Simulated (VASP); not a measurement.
# AlN (P6_3mc) in VASP: notebook

The runs below take AlN through single point, with LDA, PBEsol.

Program: VASP 6.6.1. These are calculated values, not measurements. Logs are shortened: lines on timing, memory, paths and dates and some standing lists are left out, and cuts for length are marked.

## Step 1: The cell of the first run

It takes space group P6_3mc (No. 186, hexagonal). Conventional cell: a = 3.113 Å, b = 3.113 Å, c = 4.981 Å, α = 90.00°, β = 90.00°, γ = 120.00°. Within 2.5 Å of Al (site symmetry 3m) lie 4 N at 1.89 Å. N (site symmetry 3m) has 4 Al at 1.89 Å within 2.5 Å.

## Step 2: Single point, LDA

INCAR

```
SYSTEM = AlN
PREC     = Accurate       ! precision mode
ENCUT    = 520            ! plane-wave cutoff, eV
EDIFF    = 1E-6           ! SCF threshold, eV
ISMEAR   = -1             ! smearing method
SIGMA    = 0.05           ! smearing width, eV
LREAL    = .False.        ! projectors in reciprocal space
LASPH    = .True.         ! aspherical terms in the spheres
NELM     = 80             ! most SCF steps
ALGO     = Normal         ! electronic algorithm
ISIF     = 2              ! what is computed and relaxed
LWAVE    = .False.        ! write WAVECAR
LCHARG   = .True.         ! write CHGCAR
LELF     = .True.         ! ELF
LVHAR    = .True.       
NBANDS   = 16             ! bands
```

KPOINTS

```
Automatic mesh
0
Gamma
  10 10 6
  0 0 0
```

POSCAR

```
AlN
1.0
    3.1130000000      0.0000000000      0.0000000000
   -1.5565000000      2.6959370820      0.0000000000
    0.0000000000      0.0000000000      4.9810000000
Al N
2 2
Direct
    0.6666666667      0.3333333333      0.5000000000
    0.3333333333      0.6666666667      0.0000000000
    0.6666666667      0.3333333333      0.8800000000
    0.3333333333      0.6666666667      0.3800000000
```

Potentials or basis: VASP PAW LDA potentials, release 64 (Al, N).

Launch:

```
$ cat potpaw_LDA.64/Al/POTCAR potpaw_LDA.64/N/POTCAR > POTCAR
$ mpirun -np 1 vasp_std > vasp.out
```

OUTCAR:

```text
SYSTEM = AlN
   PREC = Accurate
   ENCUT = 520
   EDIFF = 1E-6
   ISMEAR = -1
   LREAL = .False.
   LASPH = .True.
   NELM = 80
   ISIF = 2

 ion  position               nearest neighbor table
   1  0.667  0.333  0.500-   3 1.89   4 1.89   4 1.89   4 1.89   2 3.07   2 3.07   2 3.07   2 3.07
                             2 3.07   2 3.07
   2  0.333  0.667  0.000-   4 1.89   3 1.89   3 1.89   3 1.89   1 3.07   1 3.07   1 3.07   1 3.07
                             1 3.07   1 3.07
   3  0.667  0.333  0.880-   1 1.89   2 1.89   2 1.89   2 1.89
   4  0.333  0.667  0.380-   2 1.89   1 1.89   1 1.89   1 1.89

  LATTYP: Found a hexagonal cell.
 ALAT       =     3.1130000000
 C/A-ratio  =     1.6000642467

  Lattice vectors:

 A1 = (   3.1130000000,   0.0000000000,   0.0000000000)
 A2 = (  -1.5565000000,   2.6959370820,   0.0000000000)
 A3 = (   0.0000000000,   0.0000000000,   4.9810000000)

Analysis of symmetry for initial positions (statically):
=====================================================================
 Subroutine PRICEL returns:
 Original cell was already a primitive cell.

 Routine SETGRP: Setting up the symmetry group for a
 hexagonal supercell.

 Subroutine GETGRP returns: Found 12 space group operations
 (whereof  6 operations were pure point group operations)
 out of a pool of 24 trial point group operations.

The static configuration has the point symmetry C_3v.
 The point group associated with its full space group is C_6v.

Analysis of symmetry for dynamics (positions and initial velocities):
=====================================================================
 Subroutine PRICEL returns:
 Original cell was already a primitive cell.

 Routine SETGRP: Setting up the symmetry group for a
 hexagonal supercell.

 Subroutine GETGRP returns: Found 12 space group operations
 (whereof  6 operations were pure point group operations)
 out of a pool of 24 trial point group operations.

The dynamic configuration has the point symmetry C_3v.
 The point group associated with its full space group is C_6v.

 Subroutine INISYM returns: Found 12 space group operations
 (whereof  6 operations are pure point group operations),
 and found     1 'primitive' translations

----------------------------------------------------------------------------------------

                                     Primitive cell

  volume of cell :      41.8028

  direct lattice vectors                    reciprocal lattice vectors
     3.113000000  0.000000000  0.000000000     0.321233537  0.185464269  0.000000000
    -1.556500000  2.695937082  0.000000000     0.000000000  0.370928538  0.000000000
     0.000000000  0.000000000  4.981000000     0.000000000  0.000000000  0.200762899

  length of vectors
     3.113000000  3.113000000  4.981000000     0.370928538  0.370928538  0.200762899

  position of ions in fractional coordinates (direct lattice)
     0.666666667  0.333333333  0.500000000
     0.333333333  0.666666667  0.000000000
     0.666666667  0.333333333  0.880000000
     0.333333333  0.666666667  0.380000000

  ion indices of the primitive-cell ions
   primitive index   ion index
                 1           1
                 2           2
                 3           3
                 4           4

----------------------------------------------------------------------------------------

 KPOINTS: Automatic mesh

Automatic generation of k-mesh.
 Grid dimensions read from file:
 generate k-points for:   10   10    6

 Generating k-lattice:

  Cartesian coordinates                     Fractional coordinates (reciprocal lattice)
     0.032123354  0.018546427  0.000000000     0.100000000  0.000000000  0.000000000
     0.000000000  0.037092854  0.000000000     0.000000000  0.100000000  0.000000000
     0.000000000  0.000000000  0.033460483     0.000000000  0.000000000  0.166666667

  Length of vectors
     0.037092854  0.037092854  0.033460483

  Shift w.r.t. Gamma in fractional coordinates (k-lattice)
     0.000000000  0.000000000  0.000000000

 Subroutine IBZKPT returns following result:
 ===========================================

 Found     56 irreducible k-points:

 Following reciprocal coordinates:
            Coordinates               Weight
  0.000000  0.000000  0.000000      1.000000
  0.100000 -0.000000  0.000000      6.000000
  0.200000 -0.000000  0.000000      6.000000
  0.300000 -0.000000  0.000000      6.000000
  0.400000  0.000000  0.000000      6.000000
  0.500000 -0.000000  0.000000      3.000000
[... 16 lines left out ...]
  0.300000  0.100000  0.166667     24.000000
  0.400000  0.100000  0.166667     24.000000
 [... further k-points ...]
   k-points           NKPTS =     56   k-points in BZ     NKDIM =     56   number of bands    NBANDS=     16
   number of dos      NEDOS =    301   number of ions     NIONS =      4
   total plane-waves  NPLWV =  23040
   dimension x,y,z NGX =    24 NGY =   24 NGZ =   40
   dimension x,y,z NGXF=    48 NGYF=   48 NGZF=   80
   ions per type =               2   2
   NGX,Y,Z   is equivalent  to a cutoff of  12.82, 12.82, 13.35 a.u.
   NGXF,Y,Z  is equivalent  to a cutoff of  25.63, 25.63, 26.70 a.u.
 SYSTEM =  AlN
   PREC   = accura    normal or accurate (medium, high low for compatibility)
   ISTART =      0    job   : 0-new  1-cont  2-samecut
   ICHARG =      2    charge: 1-file 2-atom 10-const
   ISPIN  =      1    spin polarized calculation?
   LNONCOLLINEAR =      F non collinear calculations
   LSORBIT =      F    spin-orbit coupling
   LASPH  =      T    aspherical Exc in radial PAW
   ENCUT  =  520.0 eV  38.22 Ry    6.18 a.u.   5.79  5.79  9.26*2*pi/ulx,y,z
   NELM   =     80;   NELMIN=  2; NELMDL= -5     # of ELM steps
   EDIFF  = 0.1E-05   stopping-criterion for ELM
   LREAL  =      F    real-space projection
   EDIFFG = 0.1E-04   stopping-criterion for IOM
   NSW    =      0    number of steps for IOM
   IBRION =     -1    ionic relax: 0-MD 1-quasi-New 2-CG
   NFREE  =      0    steps in history (QN), initial steepest desc. (CG)
   ISIF   =      2    stress and relaxation
   ISYM   =      2    0-nonsym 1-usesym 2-fastsym
   POTIM  = 0.5000    time-step for ionic-motion
   TEBEG  =    0.0;   TEEND  =   0.0 temperature during run
   PSTRESS=    0.0 pullay stress
   NELECT =      16.0000    total number of electrons
   NUPDOWN=      -1.0000    fix difference up-down
   EMIN   =  10.00;   EMAX   =-10.00  energy-range for DOS
   EFERMI =   0.00;   METHOD = LEGACY
   ISMEAR =    -1;   SIGMA  =   0.05  broadening in eV -4-tet -1-fermi 0-gaus
   EFERMI_NEDOS =   21; number of points for ismear=-14 and -15
   IALGO  =     38    algorithm
   IMIX   =      4    mixing-type and parameters
     AMIX     =   0.40;   BMIX     =  1.00
     AMIX_MAG =   1.60;   BMIX_MAG =  1.00
  volume/ion in A,a.u.               =      10.45        70.52
  Fermi-wavevector in a.u.,A,eV,Ry     =   1.188629  2.246183 19.222843  1.412839
  Thomas-Fermi vector in A             =   2.324754
   LORBIT       =      0    0 simple, 1 ext, 2 COOP (PROOUT), +10 PAW based schemes
   GGA     = CA    functional components
   LHFCALC =     F    Hartree Fock is set to
   AEXX    =    0.0000 exact exchange contribution
   IVDW    =     0    specifies the selected vdW correction
   LEPSILON=     F    determine dielectric tensor
   LRPA    =     F    only Hartree local field effects (RPA)
 non-spin polarized calculation
  energy-cutoff  :      520.00
  volume of cell :       41.80
 maximum number of plane-waves:      1142
 NGX is ok and might be reduce to    24
   NGX = 11   NGY = 11   NGZ = 19

 number of electron      16.0000000 magnetization

 Free energy of the ion-electron system (eV)
  ---------------------------------------------------
  ext. energy  EPLUGINS =         0.00000000
  ---------------------------------------------------
  free energy    TOTEN  =       -32.82974182 eV

  energy without entropy =      -32.82974182  energy(sigma->0) =      -32.82974182

 E-fermi :   6.8418     XC(G=0): -11.2418

 val. band max:        5.8575760492   @ k =   0.0000   0.0000   0.0000
 cond. band min:      10.1031421315   @ k =   0.0000   0.0000   0.0000
 fundamental gap:      4.2455660823
 Fermi energy:         6.8417729112

 k-point     1 :       0.0000    0.0000    0.0000
  band No.  band energies     occupation
      1      -9.1423      2.00000
      2      -6.9199      2.00000
      3      -0.1699      2.00000
      4       5.0220      2.00000
      5       5.0220      2.00000
      6       5.6789      2.00000
[... 8 lines left out ...]
     15      18.8045      0.00000
     16      18.8045      0.00000

 k-point     2 :       0.1000   -0.0000    0.0000
  band No.  band energies     occupation
      1      -9.0126      2.00000
      2      -6.8460      2.00000
      3      -0.0180      2.00000
      4       4.4346      2.00000
      5       4.8557      2.00000
      6       5.1145      2.00000
[... 8 lines left out ...]
     15      18.7756      0.00000
     16      18.8520      0.00000

 k-point     3 :       0.2000   -0.0000    0.0000
  band No.  band energies     occupation
      1      -8.6394      2.00000
      2      -6.6530      2.00000
      3       0.4260      2.00000
      4       3.1159      2.00000
      5       4.0055      2.00000
      6       4.4956      2.00000
[... 8 lines left out ...]
     15      17.9082      0.00000
     16      18.4341      0.00000

 k-point     4 :       0.3000   -0.0000    0.0000
  band No.  band energies     occupation
      1      -8.0786      2.00000
      2      -6.4342      2.00000
      3       1.1198      2.00000
      4       1.7478      2.00000
      5       2.8813      2.00000
      6       4.1295      2.00000
[... 8 lines left out ...]
     15      17.7603      0.00000
     16      19.6271      0.00000

 k-point     5 :       0.4000    0.0000    0.0000
  band No.  band energies     occupation
      1      -7.4601      2.00000
      2      -6.3416      2.00000
      3       0.7525      2.00000
      4       1.9279      2.00000
      5       2.0572      2.00000
      6       3.8716      2.00000
[... 8 lines left out ...]
     15      18.1727      0.00000
     16      20.7208      0.00000

 k-point     6 :       0.5000   -0.0000    0.0000
  band No.  band energies     occupation
      1      -7.1142      2.00000
      2      -6.3936      2.00000
      3       0.3938      2.00000
      4       1.6940      2.00000
      5       2.4943      2.00000
      6       3.7797      2.00000
[... 8 lines left out ...]
     15      18.5472      0.00000
     16      20.7865      0.00000
[... 267 lines left out ...]
 k-point    21 :       0.1000    0.1000    0.1667
  band No.  band energies     occupation
      1      -8.6575      2.00000
      2      -6.9051      2.00000
      3       0.5853      2.00000
      4       3.7977      2.00000
      5       3.8272      2.00000
      6       4.7292      2.00000
[... 8 lines left out ...]
     15      18.1772      0.00000
     16      19.0117      0.00000

 k-point    22 :       0.2000    0.1000    0.1667
  band No.  band energies     occupation
      1      -8.1966      2.00000
      2      -6.6596      2.00000
      3       0.9750      2.00000
      4       2.5706      2.00000
      5       3.0251      2.00000
      6       4.2178      2.00000
[... 8 lines left out ...]
     15      18.0897      0.00000
     16      19.3934      0.00000

 k-point    23 :       0.3000    0.1000    0.1667
  band No.  band energies     occupation
      1      -7.6108      2.00000
      2      -6.4454      2.00000
      3       0.9366      2.00000
      4       1.8070      2.00000
      5       2.5425      2.00000
      6       3.7383      2.00000
[... 8 lines left out ...]
     15      18.0847      0.00000
     16      20.0811      0.00000

 k-point    24 :       0.4000    0.1000    0.1667
  band No.  band energies     occupation
      1      -7.0962      2.00000
      2      -6.4054      2.00000
      3       0.4293      2.00000
      4       1.4547      2.00000
      5       2.7788      2.00000
      6       3.5696      2.00000
[... 8 lines left out ...]
     15      18.3299      0.00000
     16      20.5612      0.00000

 [... further k-points ...]

------------------------ aborting loop because EDIFF is reached ----------------------------------------

  FORCE on cell =-STRESS in cart. coord.  units (eV):
  Direction    XX          YY          ZZ          XY          YZ          ZX
  --------------------------------------------------------------------------------------
  -------------------------------------------------------------------------------------
  Total       -1.2231519     -1.2231519     -0.7766409      0.0000000      0.0000000      0.0000000
  in kB      -46.8797783    -46.8797783    -29.7663403      0.0000000      0.0000000      0.0000000
  external PRESSURE =     -41.1752990 kB  Pullay stress =       0.0000000 kB

 VOLUME and BASIS-vectors are now :
 -----------------------------------------------------------------------------
  energy-cutoff  :      520.00
  volume of cell :       41.80
      direct lattice vectors                 reciprocal lattice vectors
     3.113000000  0.000000000  0.000000000     0.321233537  0.185464269  0.000000000
    -1.556500000  2.695937082  0.000000000     0.000000000  0.370928538  0.000000000
     0.000000000  0.000000000  4.981000000     0.000000000  0.000000000  0.200762899

 POSITION                                       TOTAL-FORCE (eV/Angst)
 -----------------------------------------------------------------------------------
      1.55650      0.89865      2.49050        -0.000000      0.000000     -0.119313
     -0.00000      1.79729      0.00000         0.000000     -0.000000     -0.119313
      1.55650      0.89865      4.38328        -0.000000     -0.000000      0.119313
     -0.00000      1.79729      1.89278         0.000000      0.000000      0.119313
 -----------------------------------------------------------------------------------
    total drift:                               -0.000000      0.000000      0.000423

  FREE ENERGIE OF THE ION-ELECTRON SYSTEM (eV)
  ---------------------------------------------------
  free  energy   TOTEN  =       -32.8297418233 eV

  energy  without entropy=      -32.8297418233  energy(sigma->0) =      -32.82974182
```

Run time: 10 s. Hardware: 1 thread of Intel Xeon 6975P-C (Granite Rapids), shared host; peak memory 0.15 GiB.

What came out:

- Free energy: -32.8297 eV
- Pressure: -4.1 GPa
- Largest force: 0.119 eV/Å
- Band gap on the k mesh: 4.25 eV, direct

Forces in eV/Å, atoms in the order of the input:
```
Al   0.000  0.000 -0.119
Al   0.000  0.000 -0.119
N    0.000  0.000  0.119
N    0.000  0.000  0.119
```

A k mesh can miss the band edges. Expect the measured gap to be larger: semilocal functionals such as LDA lack the derivative discontinuity.

## Step 3: Single point, PBEsol

INCAR

```
PREC = Accurate ; ENCUT = 520
EDIFF = 1E-6 ; ISMEAR = -1
SIGMA = 0.05 ; LREAL = False
LASPH = True ; NELM = 100
ALGO = Normal ; ISIF = 2
LWAVE = False ; LCHARG = False
GGA = PS ; NBANDS = 16
```

KPOINTS

```
regular mesh
0
Gamma
  10 10 6
```

POSCAR is that of step 2.

Potentials or basis: VASP PAW PBE potentials, release 64 (Al, N).

Launch:

```
$ cat potpaw_PBE.64/Al/POTCAR potpaw_PBE.64/N/POTCAR > POTCAR
$ mpirun -np 1 vasp_std > vasp.out
```

Run time: 11 s. Hardware: 1 thread of Intel Xeon 6975P-C (Granite Rapids), shared host; peak memory 0.17 GiB.

The run converged. Its results:

```yaml
Free_energy: -31.3110 eV
Pressure: 0.2 GPa
Largest_force: 0.132 eV/Å
Band_gap_on_the_k_mesh: 4.15 eV, direct
```

Forces in eV/Å, atoms in the order of the input:
```
Al   0.000  0.000 -0.132
Al   0.000  0.000 -0.132
N    0.000  0.000  0.132
N    0.000  0.000  0.132
```

Stress tensor (GPa, compression positive):
```
-0.32  0.00  0.00
 0.00 -0.32  0.00
 0.00  0.00  1.18
```

Levels at points of the mesh, in eV from the valence-band top:
| k point | band 5 | band 6 | band 7 | band 8 | band 9 | band 10 | band 11 | band 12 |
| --- | --- | --- | --- | --- | --- | --- | --- | --- |
| (0.00, 0.00, 0.00) | -0.84 | -0.18 | -0.18 | 0.00 | 4.15 | 6.58 | 10.51 | 11.06 |
| (0.50, 0.00, 0.00) | -3.36 | -2.08 | -1.80 | -0.66 | 5.69 | 5.69 | 8.11 | 10.20 |
| (0.00, 0.00, 0.50) | -0.52 | -0.52 | -0.52 | -0.52 | 6.39 | 6.39 | 10.23 | 10.23 |
| (0.50, 0.00, 0.50) | -1.45 | -1.45 | -1.36 | -1.36 | 5.20 | 5.20 | 9.17 | 9.17 |

Caveat: the PAW data sets were made with another functional, which shifts forces and pressure a little.

(Part 1 of 2 ends here.)
